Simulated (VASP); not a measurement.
# Te (Fm-3m) in VASP: notebook

The runs below take Te through single point, with PBE.

All numbers are computed with VASP 6.6.1; they aren't measurements. Logs are shortened: lines on timing, memory, paths and dates and some standing lists are left out, and cuts for length are marked.

## Step 1: The cell of the first run

The structure is cubic, space group Fm-3m (No. 225). The conventional cell has a = 4.839 Å, b = 4.839 Å, c = 4.839 Å, α = 90.00°, β = 90.00°, γ = 90.00°. Te (site symmetry m-3m) has 12 Te at 3.42 Å within 4.5 Å.

This isn't the form of Te at room conditions, which is trigonal, of chains.

## Step 2: Single point, PBE

Contents of INCAR:

```
PREC = Accurate
ENCUT = 520
EDIFF = 1E-7
ISMEAR = -1
SIGMA = 0.1
LREAL = False
LASPH = True
NELM = 100
ALGO = Normal
ISIF = 2
LWAVE = False
LCHARG = False
GGA = PE
NBANDS = 9
```

Contents of KPOINTS:

```
regular mesh
0
Gamma
  18 18 18
```

Contents of POSCAR:

```
Te
1.0
    0.0000000000      2.4193645619      2.4193645619
    2.4193645619      0.0000000000      2.4193645619
    2.4193645619      2.4193645619      0.0000000000
Te
1
Direct
    0.0000000000      0.0000000000      0.0000000000
```

Potentials or basis: VASP PAW PBE potentials, release 64 (Te).

On the command line:

```bash
cat potpaw_PBE.64/Te/POTCAR > POTCAR
mpirun -np 1 vasp_std > vasp.out
```

OUTCAR:

```text
PREC = Accurate
   ENCUT = 520
   EDIFF = 1E-7
   ISMEAR = -1
   LREAL = False
   LASPH = True
   NELM = 100
   ISIF = 2
   GGA = PE

 ion  position               nearest neighbor table
   1  0.000  0.000  0.000-

  LATTYP: Found a face centered cubic cell.
 ALAT       =     4.8387291238

  Lattice vectors:

 A1 = (   0.0000000000,   2.4193645619,   2.4193645619)
 A2 = (   2.4193645619,   0.0000000000,   2.4193645619)
 A3 = (   2.4193645619,   2.4193645619,   0.0000000000)

Analysis of symmetry for initial positions (statically):
=====================================================================
 Subroutine PRICEL returns:
 Original cell was already a primitive cell.

 Routine SETGRP: Setting up the symmetry group for a
 face centered cubic supercell.

 Subroutine GETGRP returns: Found 48 space group operations
 (whereof 48 operations were pure point group operations)
 out of a pool of 48 trial point group operations.

The static configuration has the point symmetry O_h .

Analysis of symmetry for dynamics (positions and initial velocities):
=====================================================================
 Subroutine PRICEL returns:
 Original cell was already a primitive cell.

 Routine SETGRP: Setting up the symmetry group for a
 face centered cubic supercell.

 Subroutine GETGRP returns: Found 48 space group operations
 (whereof 48 operations were pure point group operations)
 out of a pool of 48 trial point group operations.

The dynamic configuration has the point symmetry O_h .

 Subroutine INISYM returns: Found 48 space group operations
 (whereof 48 operations are pure point group operations),
 and found     1 'primitive' translations

----------------------------------------------------------------------------------------

                                     Primitive cell

  volume of cell :      28.3227

  direct lattice vectors                    reciprocal lattice vectors
     0.000000000  2.419364562  2.419364562    -0.206665836  0.206665836  0.206665836
     2.419364562  0.000000000  2.419364562     0.206665836 -0.206665836  0.206665836
     2.419364562  2.419364562  0.000000000     0.206665836  0.206665836 -0.206665836

  length of vectors
     3.421498176  3.421498176  3.421498176     0.357955728  0.357955728  0.357955728

  position of ions in fractional coordinates (direct lattice)
     0.000000000  0.000000000  0.000000000

  ion indices of the primitive-cell ions
   primitive index   ion index
                 1           1

----------------------------------------------------------------------------------------

 KPOINTS: regular mesh

Automatic generation of k-mesh.
 Grid dimensions read from file:
 generate k-points for:   18   18   18

 Generating k-lattice:

  Cartesian coordinates                     Fractional coordinates (reciprocal lattice)
    -0.011481435  0.011481435  0.011481435     0.055555556  0.000000000  0.000000000
     0.011481435 -0.011481435  0.011481435     0.000000000  0.055555556  0.000000000
     0.011481435  0.011481435 -0.011481435     0.000000000  0.000000000  0.055555556

  Length of vectors
     0.019886429  0.019886429  0.019886429

  Shift w.r.t. Gamma in fractional coordinates (k-lattice)
     0.000000000  0.000000000  0.000000000

 Subroutine IBZKPT returns following result:
 ===========================================

 Found    195 irreducible k-points:

 Following reciprocal coordinates:
            Coordinates               Weight
  0.000000  0.000000  0.000000      1.000000
  0.055556  0.000000  0.000000      8.000000
  0.111111  0.000000  0.000000      8.000000
  0.166667  0.000000  0.000000      8.000000
  0.222222  0.000000  0.000000      8.000000
  0.277778  0.000000  0.000000      8.000000
[... 16 lines left out ...]
 -0.277778  0.055556  0.000000     24.000000
 -0.222222  0.055556  0.000000     24.000000
 [... further k-points ...]
   k-points           NKPTS =    195   k-points in BZ     NKDIM =    195   number of bands    NBANDS=      9
   number of dos      NEDOS =    301   number of ions     NIONS =      1
   total plane-waves  NPLWV =  21952
   dimension x,y,z NGX =    28 NGY =   28 NGZ =   28
   dimension x,y,z NGXF=    56 NGYF=   56 NGZF=   56
   ions per type =               1
   NGX,Y,Z   is equivalent  to a cutoff of  13.60, 13.60, 13.60 a.u.
   NGXF,Y,Z  is equivalent  to a cutoff of  27.21, 27.21, 27.21 a.u.
 SYSTEM =  unknown system
   PREC   = accura    normal or accurate (medium, high low for compatibility)
   ISTART =      0    job   : 0-new  1-cont  2-samecut
   ICHARG =      2    charge: 1-file 2-atom 10-const
   ISPIN  =      1    spin polarized calculation?
   LNONCOLLINEAR =      F non collinear calculations
   LSORBIT =      F    spin-orbit coupling
   LASPH  =      T    aspherical Exc in radial PAW
   ENCUT  =  520.0 eV  38.22 Ry    6.18 a.u.   6.36  6.36  6.36*2*pi/ulx,y,z
   NELM   =    100;   NELMIN=  2; NELMDL= -5     # of ELM steps
   EDIFF  = 0.1E-06   stopping-criterion for ELM
   LREAL  =      F    real-space projection
   EDIFFG = 0.1E-05   stopping-criterion for IOM
   NSW    =      0    number of steps for IOM
   IBRION =     -1    ionic relax: 0-MD 1-quasi-New 2-CG
   NFREE  =      0    steps in history (QN), initial steepest desc. (CG)
   ISIF   =      2    stress and relaxation
   ISYM   =      2    0-nonsym 1-usesym 2-fastsym
   POTIM  = 0.5000    time-step for ionic-motion
   TEBEG  =    0.0;   TEEND  =   0.0 temperature during run
   PSTRESS=    0.0 pullay stress
   NELECT =       6.0000    total number of electrons
   NUPDOWN=      -1.0000    fix difference up-down
   EMIN   =  10.00;   EMAX   =-10.00  energy-range for DOS
   EFERMI =   0.00;   METHOD = LEGACY
   ISMEAR =    -1;   SIGMA  =   0.10  broadening in eV -4-tet -1-fermi 0-gaus
   EFERMI_NEDOS =   21; number of points for ismear=-14 and -15
   IALGO  =     38    algorithm
   IMIX   =      4    mixing-type and parameters
     AMIX     =   0.40;   BMIX     =  1.00
     AMIX_MAG =   1.60;   BMIX_MAG =  1.00
  volume/ion in A,a.u.               =      28.32       191.13
  Fermi-wavevector in a.u.,A,eV,Ry     =   0.975919  1.844220 12.958442  0.952419
  Thomas-Fermi vector in A             =   2.106497
   LORBIT       =      0    0 simple, 1 ext, 2 COOP (PROOUT), +10 PAW based schemes
   GGA     = PE    functional components
   LHFCALC =     F    Hartree Fock is set to
   AEXX    =    0.0000 exact exchange contribution
   IVDW    =     0    specifies the selected vdW correction
   LEPSILON=     F    determine dielectric tensor
   LRPA    =     F    only Hartree local field effects (RPA)
 non-spin polarized calculation
  energy-cutoff  :      520.00
  volume of cell :       28.32
 maximum number of plane-waves:       778
 NGX is ok and might be reduce to    28
   NGX = 13   NGY = 13   NGZ = 13

 number of electron       6.0000000 magnetization

 Free energy of the ion-electron system (eV)
  ---------------------------------------------------
  ext. energy  EPLUGINS =         0.00000000
  ---------------------------------------------------
  free energy    TOTEN  =        -2.74377602 eV

  energy without entropy =       -2.71184096  energy(sigma->0) =       -2.72780849

 E-fermi :   7.8506     XC(G=0): -10.1112

 val. band max:        7.8480540112   @ k =  -0.4444   0.2778   0.1111
 cond. band min:       7.8521920545   @ k =   0.3889   0.2778   0.0000
 fundamental gap:      0.0041380432
 Fermi energy:         7.8505722737

 k-point     1 :       0.0000    0.0000    0.0000
  band No.  band energies     occupation
      1      -6.0025      2.00000
      2      10.8898      0.00000
      3      10.8898      0.00000
      4      10.8898      0.00000
      5      17.3683      0.00000
      6      17.3683      0.00000
      7      17.3683      0.00000
      8      17.6163      0.00000
      9      18.4227      0.00000

 k-point     2 :       0.0556    0.0000    0.0000
  band No.  band energies     occupation
      1      -5.9492      2.00000
      2      10.4347      0.00000
      3      10.8352      0.00000
      4      10.8352      0.00000
      5      16.8895      0.00000
      6      17.4737      0.00000
      7      17.4737      0.00000
      8      17.9266      0.00000
      9      19.2025      0.00000

 k-point     3 :       0.1111    0.0000    0.0000
  band No.  band energies     occupation
      1      -5.7902      2.00000
      2       9.3320      0.00000
      3      10.6865      0.00000
      4      10.6865      0.00000
      5      16.2908      0.00000
      6      17.7420      0.00000
      7      17.7420      0.00000
      8      18.6764      0.00000
      9      20.4403      0.00000

 k-point     4 :       0.1667    0.0000    0.0000
  band No.  band energies     occupation
      1      -5.5288      2.00000
      2       7.9629      0.49099
      3      10.4792      0.00000
      4      10.4792      0.00000
      5      15.8122      0.00000
      6      17.9846      0.00000
      7      17.9846      0.00000
      8      19.5945      0.00000
      9      20.1136      0.00000

 k-point     5 :       0.2222    0.0000    0.0000
  band No.  band energies     occupation
      1      -5.1716      2.00000
      2       6.5397      2.00000
      3      10.2515      0.00000
      4      10.2515      0.00000
      5      15.4475      0.00000
      6      17.8933      0.00000
      7      17.8933      0.00000
      8      19.7724      0.00000
      9      20.2828      0.00000

 k-point     6 :       0.2778    0.0000    0.0000
  band No.  band energies     occupation
      1      -4.7314      2.00000
      2       5.1685      2.00000
      3      10.0339      0.00000
      4      10.0339      0.00000
      5      15.1820      0.00000
      6      17.5353      0.00000
      7      17.5353      0.00000
      8      19.1544      0.00000
      9      20.9887      0.00000
[... 169 lines left out ...]
 k-point    21 :      -0.3889    0.0556    0.0000
  band No.  band energies     occupation
      1      -3.5324      2.00000
      2       2.6205      2.00000
      3       9.1473      0.00000
      4       9.7317      0.00000
      5      15.1935      0.00000
      6      16.3283      0.00000
      7      16.8028      0.00000
      8      18.9046      0.00000
      9      22.8077      0.00000

 k-point    22 :      -0.3333    0.0556    0.0000
  band No.  band energies     occupation
      1      -4.0196      2.00000
      2       3.5816      2.00000
      3       9.2076      0.00000
      4       9.9381      0.00000
      5      15.2797      0.00000
      6      16.6794      0.00000
      7      16.9809      0.00000
      8      19.2411      0.00000
      9      21.6284      0.00000

 k-point    23 :      -0.2778    0.0556    0.0000
  band No.  band energies     occupation
      1      -4.5260      2.00000
      2       4.7666      2.00000
      3       9.3381      0.00000
      4      10.1754      0.00000
      5      15.4185      0.00000
      6      17.1422      0.00000
      7      17.2707      0.00000
      8      19.6269      0.00000
      9      20.5897      0.00000

 k-point    24 :      -0.2222    0.0556    0.0000
  band No.  band energies     occupation
      1      -4.9879      2.00000
      2       6.0907      2.00000
      3       9.5346      0.00000
      4      10.4214      0.00000
      5      15.6233      0.00000
      6      17.6199      0.00000
      7      17.6556      0.00000
      8      19.6332      0.00000
      9      19.7684      0.00000

 [... further k-points ...]

------------------------ aborting loop because EDIFF is reached ----------------------------------------

  FORCE on cell =-STRESS in cart. coord.  units (eV):
  Direction    XX          YY          ZZ          XY          YZ          ZX
  --------------------------------------------------------------------------------------
  -------------------------------------------------------------------------------------
  Total       -0.0153800     -0.0153800     -0.0153800     -0.0000000      0.0000000     -0.0000000
  in kB       -0.8700260     -0.8700260     -0.8700260     -0.0000000      0.0000000     -0.0000000
  external PRESSURE =      -0.8700260 kB  Pullay stress =       0.0000000 kB

 VOLUME and BASIS-vectors are now :
 -----------------------------------------------------------------------------
  energy-cutoff  :      520.00
  volume of cell :       28.32
      direct lattice vectors                 reciprocal lattice vectors
     0.000000000  2.419364562  2.419364562    -0.206665836  0.206665836  0.206665836
     2.419364562  0.000000000  2.419364562     0.206665836 -0.206665836  0.206665836
     2.419364562  2.419364562  0.000000000     0.206665836  0.206665836 -0.206665836

 POSITION                                       TOTAL-FORCE (eV/Angst)
 -----------------------------------------------------------------------------------
      0.00000      0.00000      0.00000        -0.000000      0.000000     -0.000000
 -----------------------------------------------------------------------------------
    total drift:                                0.000000      0.000000      0.000000

  FREE ENERGIE OF THE ION-ELECTRON SYSTEM (eV)
  ---------------------------------------------------
  free  energy   TOTEN  =        -2.7437760196 eV

  energy  without entropy=       -2.7118409616  energy(sigma->0) =       -2.72780849
```

Wall time 20 s (1 thread of Intel Xeon 6975P-C (Granite Rapids), shared host); peak memory 0.19 GiB.

What came out:

```yaml
Free_energy: -2.7438 eV
Pressure: -0.1 GPa
Band_gap_on_the_k_mesh: zero (bands 3 and 4 overlap by 5.10 eV)
```

Levels at points of the mesh, in eV from the Fermi level:
| k point | band 1 | band 2 | band 3 | band 4 | band 5 | band 6 | band 7 | band 8 |
| --- | --- | --- | --- | --- | --- | --- | --- | --- |
| (0.00, 0.00, 0.00) | -13.85 | 3.04 | 3.04 | 3.04 | 9.52 | 9.52 | 9.52 | 9.77 |
| (0.50, 0.00, 0.00) | -11.00 | -6.01 | 1.74 | 1.74 | 6.96 | 8.75 | 8.75 | 9.98 |
| (0.50, 0.50, 0.00) | -9.84 | -5.28 | -0.78 | -0.78 | 3.80 | 4.44 | 18.18 | 18.92 |

Caveat: spin-orbit coupling is left out, which moves the levels of the heavy elements.

## Step 3: Single point, PBE (28.32 Å³/atom)

Contents of INCAR:

```
SYSTEM = Te
PREC     = Accurate       ! precision mode
ENCUT    = 520            ! plane-wave cutoff, eV
EDIFF    = 1E-6           ! SCF threshold, eV
ISMEAR   = -1             ! smearing method
SIGMA    = 0.1            ! smearing width, eV
LREAL    = .False.        ! projectors in reciprocal space
LASPH    = .True.         ! aspherical terms in the spheres
NELM     = 80             ! most SCF steps
ALGO     = Normal         ! electronic algorithm
ISIF     = 2              ! what is computed and relaxed
LWAVE    = .False.        ! write WAVECAR
LCHARG   = .False.        ! write CHGCAR
GGA      = PE             ! functional
NBANDS   = 9              ! bands
```

Contents of KPOINTS:

```
regular mesh
0
Gamma
  18 18 18
  0 0 0
```

POSCAR is that of step 2.

Potentials or basis: VASP PAW PBE potentials, release 64 (Te).

On the command line:

```bash
cat potpaw_PBE.64/Te/POTCAR > POTCAR
mpirun -np 1 vasp_std > vasp.out
```

OUTCAR:

```text
SYSTEM = Te
   PREC = Accurate
   ENCUT = 520
   EDIFF = 1E-6
   ISMEAR = -1
   LREAL = .False.
   LASPH = .True.
   NELM = 80
   ISIF = 2
   GGA = PE

 ion  position               nearest neighbor table
   1  0.000  0.000  0.000-

  LATTYP: Found a face centered cubic cell.
 ALAT       =     4.8387291238

  Lattice vectors:

 A1 = (   0.0000000000,   2.4193645619,   2.4193645619)
 A2 = (   2.4193645619,   0.0000000000,   2.4193645619)
 A3 = (   2.4193645619,   2.4193645619,   0.0000000000)

Analysis of symmetry for initial positions (statically):
=====================================================================
 Subroutine PRICEL returns:
 Original cell was already a primitive cell.

 Routine SETGRP: Setting up the symmetry group for a
 face centered cubic supercell.

 Subroutine GETGRP returns: Found 48 space group operations
 (whereof 48 operations were pure point group operations)
 out of a pool of 48 trial point group operations.

The static configuration has the point symmetry O_h .

Analysis of symmetry for dynamics (positions and initial velocities):
[... 163 lines left out ...]

 k-point     1 :       0.0000    0.0000    0.0000
  band No.  band energies     occupation
      1      -6.0025      2.00000
      2      10.8898      0.00000
      3      10.8898      0.00000
      4      10.8898      0.00000
      5      17.3682      0.00000
      6      17.3682      0.00000
      7      17.3682      0.00000
      8      17.6162      0.00000
      9      18.4227      0.00000
[... 265 lines left out ...]
 k-point    24 :      -0.2222    0.0556    0.0000
  band No.  band energies     occupation
      1      -4.9879      2.00000
      2       6.0907      2.00000
      3       9.5346      0.00000
      4      10.4213      0.00000
      5      15.6233      0.00000
      6      17.6199      0.00000
      7      17.6556      0.00000
      8      19.6332      0.00000
      9      19.7684      0.00000

 [... further k-points ...]

------------------------ aborting loop because EDIFF is reached ----------------------------------------

  FORCE on cell =-STRESS in cart. coord.  units (eV):
  Direction    XX          YY          ZZ          XY          YZ          ZX
  --------------------------------------------------------------------------------------
  -------------------------------------------------------------------------------------
  Total       -0.0152186     -0.0152186     -0.0152186      0.0000000     -0.0000000      0.0000000
  in kB       -0.8608959     -0.8608959     -0.8608959      0.0000000     -0.0000000      0.0000000
  external PRESSURE =      -0.8608959 kB  Pullay stress =       0.0000000 kB

 VOLUME and BASIS-vectors are now :
 -----------------------------------------------------------------------------
  energy-cutoff  :      520.00
  volume of cell :       28.32
      direct lattice vectors                 reciprocal lattice vectors
     0.000000000  2.419364562  2.419364562    -0.206665836  0.206665836  0.206665836
     2.419364562  0.000000000  2.419364562     0.206665836 -0.206665836  0.206665836
     2.419364562  2.419364562  0.000000000     0.206665836  0.206665836 -0.206665836

 POSITION                                       TOTAL-FORCE (eV/Angst)
 -----------------------------------------------------------------------------------
      0.00000      0.00000      0.00000         0.000000     -0.000000     -0.000000
 -----------------------------------------------------------------------------------
    total drift:                                0.000000      0.000000      0.000000

  FREE ENERGIE OF THE ION-ELECTRON SYSTEM (eV)
  ---------------------------------------------------
  free  energy   TOTEN  =        -2.7437759850 eV

  energy  without entropy=       -2.7118409108  energy(sigma->0) =       -2.72780845
```

Run time: 17 s. Hardware: 1 thread of Intel Xeon 6975P-C (Granite Rapids), shared host; peak memory 0.19 GiB.

Results:

```
Free energy            : -2.7438 eV
Pressure               : -0.1 GPa
Band gap on the k mesh : zero (bands 3 and 4 overlap by 5.10 eV)
```

Levels at points of the mesh, in eV from the Fermi level:
| k point | band 1 | band 2 | band 3 | band 4 | band 5 | band 6 | band 7 | band 8 |
| --- | --- | --- | --- | --- | --- | --- | --- | --- |
| (0.00, 0.00, 0.00) | -13.85 | 3.04 | 3.04 | 3.04 | 9.52 | 9.52 | 9.52 | 9.77 |
| (0.50, 0.00, 0.00) | -11.00 | -6.01 | 1.74 | 1.74 | 6.96 | 8.75 | 8.75 | 9.98 |
| (0.50, 0.50, 0.00) | -9.84 | -5.28 | -0.78 | -0.78 | 3.80 | 4.44 | 18.18 | 18.92 |

Caveat: spin-orbit coupling is left out, which moves the levels of the heavy elements.

[end of part 1 of 2]
